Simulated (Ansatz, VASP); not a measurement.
# AlN in VASP and in Ansatz

File INCAR:

```
PREC = Accurate ; ENCUT = 520
EDIFF = 1E-6 ; ISMEAR = -1
SIGMA = 0.02 ; LREAL = F
LASPH = T ; NELM = 80
ALGO = Normal ; ISIF = 2
LWAVE = F ; LCHARG = T
GGA = PE ; LELF = T
LVHAR = T ; NBANDS = 11
```

Contents of KPOINTS:

```
regular mesh
0
Gamma
  10 10 10
```

File POSCAR:

```
AlN
1.0
    0.0173609961      2.0134162281      2.0134162281
    2.0134162281      0.0173609961      2.0134162281
    2.0134162281      2.0134162281      0.0173609961
Al N
1 1
Direct
    0.0000000000      0.0000000000      0.0000000000
    0.5000000000      0.5000000000      0.5000000000
```

Input for Ansatz:

```yaml
crystal:
  lattice:
    - [0.0173609961, 2.0134162281, 2.0134162281]
    - [2.0134162281, 0.0173609961, 2.0134162281]
    - [2.0134162281, 2.0134162281, 0.0173609961]
  atoms:
    - { symbol: Al, position: [0.0, 0.0, 0.0] }
    - { symbol: "N", position: [0.5, 0.5, 0.5] }
kpoints:
  mp_grid: { grid: [10, 10, 10] }
  band_path:
    path:
      - [0.0, 0.0, 0.0]
      - [0.5, 0.0, 0.5]
      - [0.625, 0.25, 0.625]
      - [0.375, 0.375, 0.75]
      - [0.5, 0.5, 0.5]
      - [0.5, 0.25, 0.75]
    npoints: 1
hamiltonian:
  xc: pbe
scf:
  occupations: { method: fermi_dirac, width: 0.02 }
  n_extra_bands: 4
output:
  forces: true
  stress: true
  eigenvalues: true
```

Change from the starting cell: epitaxial_111 strain -1.1%.

Alike in both runs: task single point; functional PBE; k mesh 10 × 10 × 10; occupations fermi-dirac, width 0.02 eV; no spin polarisation.

|  | VASP | Ansatz |
| --- | --- | --- |
| version | VASP 6.6.1 | Ansatz 0.2.0 |
| potentials or method | VASP PAW PBE potentials, release 64 (Al, N) | plane waves, PAW |
| plane-wave cutoff (eV) | 520 | 420 |
| valence electrons in the cell | 8 | 8 |

Ansatz gave:

| Item | Value |
| --- | --- |
| gap on the k mesh at the Fermi level (eV) | 4.76 |
| pressure (GPa) | 12.5 |
| traceless stress, the component that is largest in VASP (GPa) | -2.85 |

Which values does VASP return?

gap on the k mesh at the Fermi level (eV): 4.74; pressure (GPa): 12.2; traceless stress, the component that is largest in VASP (GPa): -2.85.

The functional is the same, so the differences come from potentials, cutoffs and numerics.
